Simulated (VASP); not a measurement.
# SnSe2 (P-3m1) in VASP: notebook

SnSe2 is run at these levels: PBE; tasks: single point.

Everything below comes from runs of VASP 6.6.1. Logs are shortened: lines on timing, memory, paths and dates and some standing lists are left out, and cuts for length are marked.

### 1 The cell of the first run

It takes space group P-3m1 (No. 164, trigonal). The conventional cell has a = 3.863 Å, b = 3.863 Å, c = 6.289 Å, α = 90.00°, β = 90.00°, γ = 120.00°. Within 3.6 Å of Sn (site symmetry -3m) lie 6 Se at 2.73 Å. Within 3.6 Å of Se (site symmetry 3m) lie 3 Sn at 2.73 Å.

### 2 Single point, PBE (strain +1.0%)

The input, INCAR:

```
ALGO = Normal
EDIFF = 1E-6
ENCUT = 520
GGA = PE
ISIF = 2
ISMEAR = 0
LASPH = T
LCHARG = T
LELF = T
LREAL = F
LVHAR = T
LWAVE = F
NBANDS = 20
NELM = 60
PREC = Accurate
SIGMA = 0.01
```

The input, KPOINTS:

```
k-points
0
Gamma
  6 6 2
```

The input, POSCAR:

```
SnSe2
1.0
    3.8634008231      0.0000000000      0.0000000000
   -1.9317004116      3.3458032578      0.0000000000
    0.0000000000      0.0000000000      6.2893498550
Sn Se
1 2
Direct
    0.0000000000      0.0000000000      0.0000000000
    0.3333333333      0.6666666667      0.2490884629
    0.6666666667      0.3333333333      0.7509115371
```

Potentials or basis: VASP PAW PBE potentials, release 64 (Sn_d, Se).

Run with:

```bash
> cat potpaw_PBE.64/Sn_d/POTCAR potpaw_PBE.64/Se/POTCAR > POTCAR
> mpirun -np 1 vasp_std > vasp.out
```

OUTCAR:

```text
EDIFF = 1E-6
   ENCUT = 520
   GGA = PE
   ISIF = 2
   ISMEAR = 0
   LASPH = T
   LREAL = F
   NELM = 60
   PREC = Accurate

 ion  position               nearest neighbor table
   1  0.000  0.000  0.000-   2 2.73   3 2.73   3 2.73   2 2.73   3 2.73   2 2.73
   2  0.333  0.667  0.249-   1 2.73   1 2.73   1 2.73
   3  0.667  0.333  0.751-   1 2.73   1 2.73   1 2.73

  LATTYP: Found a hexagonal cell.
 ALAT       =     3.8634008231
 C/A-ratio  =     1.6279309714

  Lattice vectors:

 A1 = (   3.8634008231,   0.0000000000,   0.0000000000)
 A2 = (  -1.9317004116,   3.3458032578,   0.0000000000)
 A3 = (   0.0000000000,   0.0000000000,   6.2893498550)

Analysis of symmetry for initial positions (statically):
=====================================================================
 Subroutine PRICEL returns:
 Original cell was already a primitive cell.

 Routine SETGRP: Setting up the symmetry group for a
 hexagonal supercell.

 Subroutine GETGRP returns: Found 12 space group operations
 (whereof 12 operations were pure point group operations)
 out of a pool of 24 trial point group operations.

The static configuration has the point symmetry D_3d.

Analysis of symmetry for dynamics (positions and initial velocities):
=====================================================================
 Subroutine PRICEL returns:
 Original cell was already a primitive cell.

 Routine SETGRP: Setting up the symmetry group for a
 hexagonal supercell.

 Subroutine GETGRP returns: Found 12 space group operations
 (whereof 12 operations were pure point group operations)
 out of a pool of 24 trial point group operations.

The dynamic configuration has the point symmetry D_3d.

 Subroutine INISYM returns: Found 12 space group operations
 (whereof 12 operations are pure point group operations),
 and found     1 'primitive' translations

----------------------------------------------------------------------------------------

                                     Primitive cell

  volume of cell :      81.2973

  direct lattice vectors                    reciprocal lattice vectors
     3.863400823  0.000000000  0.000000000     0.258839309  0.149440945  0.000000000
    -1.931700412  3.345803258  0.000000000     0.000000000  0.298881890  0.000000000
     0.000000000  0.000000000  6.289349855     0.000000000  0.000000000  0.158998946

  length of vectors
     3.863400823  3.863400823  6.289349855     0.298881890  0.298881890  0.158998946

  position of ions in fractional coordinates (direct lattice)
     0.000000000  0.000000000  0.000000000
     0.333333333  0.666666667  0.249088463
     0.666666667  0.333333333  0.750911537

  ion indices of the primitive-cell ions
   primitive index   ion index
                 1           1
                 2           2
                 3           3

----------------------------------------------------------------------------------------

 KPOINTS: k-points

Automatic generation of k-mesh.
 Grid dimensions read from file:
 generate k-points for:    6    6    2

 Generating k-lattice:

  Cartesian coordinates                     Fractional coordinates (reciprocal lattice)
     0.043139885  0.024906824  0.000000000     0.166666667  0.000000000  0.000000000
     0.000000000  0.049813648  0.000000000     0.000000000  0.166666667  0.000000000
     0.000000000  0.000000000  0.079499473     0.000000000  0.000000000  0.500000000

  Length of vectors
     0.049813648  0.049813648  0.079499473

  Shift w.r.t. Gamma in fractional coordinates (k-lattice)
     0.000000000  0.000000000  0.000000000

 Subroutine IBZKPT returns following result:
 ===========================================

 Found     14 irreducible k-points:

 Following reciprocal coordinates:
            Coordinates               Weight
  0.000000  0.000000  0.000000      1.000000
  0.166667 -0.000000  0.000000      6.000000
  0.333333 -0.000000  0.000000      6.000000
  0.500000  0.000000  0.000000      3.000000
  0.166667  0.166667  0.000000      6.000000
  0.333333  0.166667  0.000000     12.000000
  0.333333  0.333333  0.000000      2.000000
  0.000000  0.000000  0.500000      1.000000
  0.166667 -0.000000  0.500000      6.000000
  0.333333 -0.000000  0.500000      6.000000
  0.500000  0.000000  0.500000      3.000000
  0.166667  0.166667  0.500000      6.000000
  0.333333  0.166667  0.500000     12.000000
  0.333333  0.333333  0.500000      2.000000
   k-points           NKPTS =     14   k-points in BZ     NKDIM =     14   number of bands    NBANDS=     20
   number of dos      NEDOS =    301   number of ions     NIONS =      3
   total plane-waves  NPLWV =  43200
   dimension x,y,z NGX =    30 NGY =   30 NGZ =   48
   dimension x,y,z NGXF=    60 NGYF=   60 NGZF=   96
   ions per type =               1   2
   NGX,Y,Z   is equivalent  to a cutoff of  12.91, 12.91, 12.69 a.u.
   NGXF,Y,Z  is equivalent  to a cutoff of  25.82, 25.82, 25.38 a.u.
 SYSTEM =  unknown system
   PREC   = accura    normal or accurate (medium, high low for compatibility)
   ISTART =      0    job   : 0-new  1-cont  2-samecut
   ICHARG =      2    charge: 1-file 2-atom 10-const
   ISPIN  =      1    spin polarized calculation?
   LNONCOLLINEAR =      F non collinear calculations
   LSORBIT =      F    spin-orbit coupling
   LASPH  =      T    aspherical Exc in radial PAW
   ENCUT  =  520.0 eV  38.22 Ry    6.18 a.u.   7.18  7.18 11.69*2*pi/ulx,y,z
   NELM   =     60;   NELMIN=  2; NELMDL= -5     # of ELM steps
   EDIFF  = 0.1E-05   stopping-criterion for ELM
   LREAL  =      F    real-space projection
   EDIFFG = 0.1E-04   stopping-criterion for IOM
   NSW    =      0    number of steps for IOM
   IBRION =     -1    ionic relax: 0-MD 1-quasi-New 2-CG
   NFREE  =      0    steps in history (QN), initial steepest desc. (CG)
   ISIF   =      2    stress and relaxation
   ISYM   =      2    0-nonsym 1-usesym 2-fastsym
   POTIM  = 0.5000    time-step for ionic-motion
   TEBEG  =    0.0;   TEEND  =   0.0 temperature during run
   PSTRESS=    0.0 pullay stress
   NELECT =      26.0000    total number of electrons
   NUPDOWN=      -1.0000    fix difference up-down
   EMIN   =  10.00;   EMAX   =-10.00  energy-range for DOS
   EFERMI =   0.00;   METHOD = LEGACY
   ISMEAR =     0;   SIGMA  =   0.01  broadening in eV -4-tet -1-fermi 0-gaus
   EFERMI_NEDOS =   21; number of points for ismear=-14 and -15
   IALGO  =     38    algorithm
   IMIX   =      4    mixing-type and parameters
     AMIX     =   0.40;   BMIX     =  1.00
     AMIX_MAG =   1.60;   BMIX_MAG =  1.00
  volume/ion in A,a.u.               =      27.10       182.87
  Fermi-wavevector in a.u.,A,eV,Ry     =   1.119543  2.115629 17.053212  1.253376
  Thomas-Fermi vector in A             =   2.256182
   LORBIT       =      0    0 simple, 1 ext, 2 COOP (PROOUT), +10 PAW based schemes
   GGA     = PE    functional components
   LHFCALC =     F    Hartree Fock is set to
   AEXX    =    0.0000 exact exchange contribution
   IVDW    =     0    specifies the selected vdW correction
   LEPSILON=     F    determine dielectric tensor
   LRPA    =     F    only Hartree local field effects (RPA)
 non-spin polarized calculation
 Gauss-broadening in eV      SIGMA  =   0.01
  energy-cutoff  :      520.00
  volume of cell :       81.30
 maximum number of plane-waves:      2202
 NGX is ok and might be reduce to    30
   NGX = 15   NGY = 15   NGZ = 23

 number of electron      25.9999991 magnetization

 Free energy of the ion-electron system (eV)
  ---------------------------------------------------
  ext. energy  EPLUGINS =         0.00000000
  ---------------------------------------------------
  free energy    TOTEN  =       -11.84253165 eV

  energy without entropy =      -11.84253165  energy(sigma->0) =      -11.84253165

 E-fermi :   3.6135     XC(G=0):  -9.2190

 val. band max:        3.5469262982   @ k =   0.1667  -0.0000   0.0000
 cond. band min:       4.3747229676   @ k =   0.5000   0.0000   0.5000
 fundamental gap:      0.8277966695
 Fermi energy:         3.6134624334

 k-point     1 :       0.0000    0.0000    0.0000
  band No.  band energies     occupation
      1     -17.5759      2.00000
      2     -17.5759      2.00000
      3     -17.5456      2.00000
      4     -17.5333      2.00000
      5     -17.5333      2.00000
      6     -10.0027      2.00000
[... 12 lines left out ...]
     19      12.5463      0.00000
     20      12.5463      0.00000

 k-point     2 :       0.1667   -0.0000    0.0000
  band No.  band energies     occupation
      1     -17.5867      2.00000
      2     -17.5684      2.00000
      3     -17.5411      2.00000
      4     -17.5362      2.00000
      5     -17.5314      2.00000
      6      -9.7473      2.00000
[... 12 lines left out ...]
     19      11.8955      0.00000
     20      12.8439      0.00000

 k-point     3 :       0.3333   -0.0000    0.0000
  band No.  band energies     occupation
      1     -17.6112      2.00000
      2     -17.5600      2.00000
      3     -17.5487      2.00000
      4     -17.5222      2.00000
      5     -17.5209      2.00000
      6      -9.0728      2.00000
[... 12 lines left out ...]
     19      12.5111      0.00000
     20      13.2437      0.00000

 k-point     4 :       0.5000    0.0000    0.0000
  band No.  band energies     occupation
      1     -17.6240      2.00000
      2     -17.5589      2.00000
      3     -17.5527      2.00000
      4     -17.5144      2.00000
      5     -17.5125      2.00000
      6      -8.5007      2.00000
[... 12 lines left out ...]
     19      13.3776      0.00000
     20      14.0935      0.00000

 k-point     5 :       0.1667    0.1667    0.0000
  band No.  band energies     occupation
      1     -17.5993      2.00000
      2     -17.5667      2.00000
      3     -17.5419      2.00000
      4     -17.5347      2.00000
      5     -17.5208      2.00000
      6      -9.2767      2.00000
[... 12 lines left out ...]
     19      10.7143      0.00000
     20      13.5396      0.00000

 k-point     6 :       0.3333    0.1667    0.0000
  band No.  band energies     occupation
      1     -17.6114      2.00000
      2     -17.5690      2.00000
      3     -17.5451      2.00000
      4     -17.5235      2.00000
      5     -17.5138      2.00000
      6      -8.5657      2.00000
[... 12 lines left out ...]
     19      12.1144      0.00000
     20      13.4426      0.00000

 k-point     7 :       0.3333    0.3333    0.0000
  band No.  band energies     occupation
      1     -17.5919      2.00000
      2     -17.5919      2.00000
      3     -17.5307      2.00000
      4     -17.5307      2.00000
      5     -17.5180      2.00000
      6      -8.0983      2.00000
[... 12 lines left out ...]
     19      12.0320      0.00000
     20      12.0320      0.00000

 k-point     8 :       0.0000    0.0000    0.5000
  band No.  band energies     occupation
      1     -17.5759      2.00000
      2     -17.5759      2.00000
      3     -17.5455      2.00000
      4     -17.5333      2.00000
      5     -17.5333      2.00000
      6      -9.8484      2.00000
[... 12 lines left out ...]
     19      12.0493      0.00000
     20      12.0493      0.00000

 k-point     9 :       0.1667   -0.0000    0.5000
  band No.  band energies     occupation
      1     -17.5867      2.00000
      2     -17.5684      2.00000
      3     -17.5410      2.00000
      4     -17.5362      2.00000
      5     -17.5314      2.00000
      6      -9.5974      2.00000
[... 12 lines left out ...]
     19      11.7664      0.00000
     20      12.6992      0.00000

 k-point    10 :       0.3333   -0.0000    0.5000
  band No.  band energies     occupation
      1     -17.6113      2.00000
      2     -17.5600      2.00000
      3     -17.5487      2.00000
      4     -17.5221      2.00000
      5     -17.5209      2.00000
      6      -8.9453      2.00000
[... 12 lines left out ...]
     19      13.0552      0.00000
     20      13.2969      0.00000

 k-point    11 :       0.5000    0.0000    0.5000
  band No.  band energies     occupation
      1     -17.6241      2.00000
      2     -17.5589      2.00000
      3     -17.5527      2.00000
      4     -17.5143      2.00000
      5     -17.5125      2.00000
      6      -8.4182      2.00000
[... 12 lines left out ...]
     19      13.2650      0.00000
     20      14.0422      0.00000

 k-point    12 :       0.1667    0.1667    0.5000
  band No.  band energies     occupation
      1     -17.5993      2.00000
      2     -17.5667      2.00000
      3     -17.5419      2.00000
      4     -17.5346      2.00000
      5     -17.5207      2.00000
      6      -9.1400      2.00000
[... 12 lines left out ...]
     19      11.6472      0.00000
     20      12.7428      0.00000

 k-point    13 :       0.3333    0.1667    0.5000
  band No.  band energies     occupation
      1     -17.6116      2.00000
      2     -17.5690      2.00000
      3     -17.5452      2.00000
      4     -17.5234      2.00000
      5     -17.5137      2.00000
      6      -8.4751      2.00000
[... 12 lines left out ...]
     19      12.0412      0.00000
     20      13.2476      0.00000

 k-point    14 :       0.3333    0.3333    0.5000
  band No.  band energies     occupation
      1     -17.5920      2.00000
      2     -17.5920      2.00000
      3     -17.5307      2.00000
      4     -17.5307      2.00000
      5     -17.5179      2.00000
      6      -8.0880      2.00000
[... 12 lines left out ...]
     19      12.6410      0.00000
     20      12.6702      0.00000

------------------------ aborting loop because EDIFF is reached ----------------------------------------

  FORCE on cell =-STRESS in cart. coord.  units (eV):
  Direction    XX          YY          ZZ          XY          YZ          ZX
  --------------------------------------------------------------------------------------
  -------------------------------------------------------------------------------------
  Total        0.7877635      0.7877635      1.1506415     -0.0000000      0.0000000     -0.0000000
  in kB       15.5249608     15.5249608     22.6764301     -0.0000000      0.0000000     -0.0000000
  external PRESSURE =      17.9087839 kB  Pullay stress =       0.0000000 kB

 VOLUME and BASIS-vectors are now :
 -----------------------------------------------------------------------------
  energy-cutoff  :      520.00
  volume of cell :       81.30
      direct lattice vectors                 reciprocal lattice vectors
     3.863400823  0.000000000  0.000000000     0.258839309  0.149440945  0.000000000
    -1.931700412  3.345803258  0.000000000     0.000000000  0.298881890  0.000000000
     0.000000000  0.000000000  6.289349855     0.000000000  0.000000000  0.158998946

 POSITION                                       TOTAL-FORCE (eV/Angst)
 -----------------------------------------------------------------------------------
      0.00000      0.00000      0.00000        -0.000000      0.000000      0.000000
     -0.00000      2.23054      1.56660         0.000000      0.000000      0.249049
      1.93170      1.11527      4.72275        -0.000000      0.000000     -0.249049
 -----------------------------------------------------------------------------------
    total drift:                                0.000000     -0.000000      0.000000

  FREE ENERGIE OF THE ION-ELECTRON SYSTEM (eV)
  ---------------------------------------------------
  free  energy   TOTEN  =       -11.8425316513 eV

  energy  without entropy=      -11.8425316513  energy(sigma->0) =      -11.84253165
```

Wall time 30 s (1 thread of Intel Xeon Platinum 8488C (Sapphire Rapids), shared host); peak memory 0.2 GiB.

Results:

```yaml
Free_energy: -11.8425 eV
Pressure: 1.8 GPa
Largest_force: 0.249 eV/Å
Band_gap_on_the_k_mesh: 0.83 eV, indirect (least direct gap 1.00 eV)
```

Forces in eV/Å, atoms in the order of the input:
```
Sn   0.000  0.000  0.000
Se   0.000  0.000  0.249
Se   0.000  0.000 -0.249
```

Caveat: the k points lie up to 0.50 Å⁻¹ apart; the cell differs from its parent crystal (strain +1.0%); spin-orbit coupling is left out, which moves the levels of the heavy elements; this functional lacks dispersion, which binds the layers, so the pressure and a relaxed spacing across them are unreliable.

[end of part 1 of 2]
